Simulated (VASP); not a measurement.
A run of VASP 6.6.1:

Contents of INCAR:

```
SYSTEM = Cu36B
  ALGO = Normal
  EDIFF = 1E-6
  ENCUT = 520
  GGA = PE
  ISIF = 2
  ISMEAR = 1
  LASPH = .TRUE.
  LCHARG = .TRUE.
  LELF = .TRUE.
  LREAL = Auto
  LVHAR = .TRUE.
  LWAVE = .FALSE.
  NBANDS = 224
  NELM = 100
  PREC = Accurate
  SIGMA = 0.1
```

Contents of KPOINTS:

```
k-points
0
G
  1 1 1
  0 0 0
```

POSCAR

```
Cu36B
1.0
    0.0000000000      5.4455251000      5.4455251000
    5.4455251000      0.0000000000      5.4455251000
    7.2607001300      7.2607001300      0.0000000000
Cu B
36 1
Direct
    0.0003763562      0.0005231396     -0.0020183910
   -0.0061661376      0.0193464676      0.2363231199
   -0.0191280695      0.0065843072      0.5136662891
   -0.0000918605      0.0000808807      0.7518682225
   -0.0019311259      0.3422615829     -0.0053589621
    0.0018827730      0.3370929591      0.2467022161
   -0.0013043860      0.3318281410      0.5004189659
   -0.0006679510      0.3302978613      0.7543596409
   -0.0004772417      0.6666951481     -0.0005903573
    0.0023330515      0.6695194509      0.2480656222
   -0.0138543591      0.6532299958      0.5114052044
    0.0006569992      0.6680872863      0.7489302246
    0.3323559279     -0.0003065973      0.0010077381
    0.3474067433      0.0142351335      0.2384186103
    0.3308212330     -0.0019192659      0.5018404858
    0.3336831900      0.0009098947      0.7504627004
    0.3339636069      0.3373247560     -0.0045458913
    0.3345157123      0.3358185951      0.2495116576
    0.3314276035      0.3302218724      0.5032348790
    0.3351395735      0.3253921445      0.7551572245
    0.3333594212      0.6675813406     -0.0019260477
    0.3520792183      0.6611536642      0.2365417039
    0.3392029860      0.6482679085      0.5135447618
    0.3328160102      0.6670756054      0.7518765416
    0.6702388241      0.0010728601     -0.0045693568
    0.6686342954      0.0017111649      0.2494803997
    0.6631453064     -0.0013761132      0.5032016083
    0.6581037926      0.0024057364      0.7552242684
    0.6664489063      0.3335931259      0.0002927084
    0.6674123717      0.3346238851      0.2508678532
    0.6657756167      0.3330508841      0.4989755461
    0.6668453902      0.3340072737      0.7495306250
    0.6749555786      0.6652933034     -0.0052601200
    0.6702064246      0.6689305007      0.2466948798
    0.6645792414      0.6659781067      0.5003956027
    0.6630908554      0.6665310320      0.7544020497
    0.1663771770      0.8341625700      0.3749866980
```

Potentials or basis: VASP PAW PBE potentials, release 64 (Cu, B).

Launch:

```console
$ cat potpaw_PBE.64/Cu/POTCAR potpaw_PBE.64/B/POTCAR > POTCAR
$ mpirun -np 1 vasp_gam > vasp.out
```

Hardware: 1 thread of Intel(R) Xeon(R) Platinum 8488C (Sapphire Rapids), on a shared host.

**Question.** How long does it take, and how much memory?

**Answer.** Wall time 5 min on 1 thread of Intel(R) Xeon(R) Platinum 8488C (Sapphire Rapids), on a shared host, peak memory 0.61 GiB. Counts: scf iterations 21, k points 1.
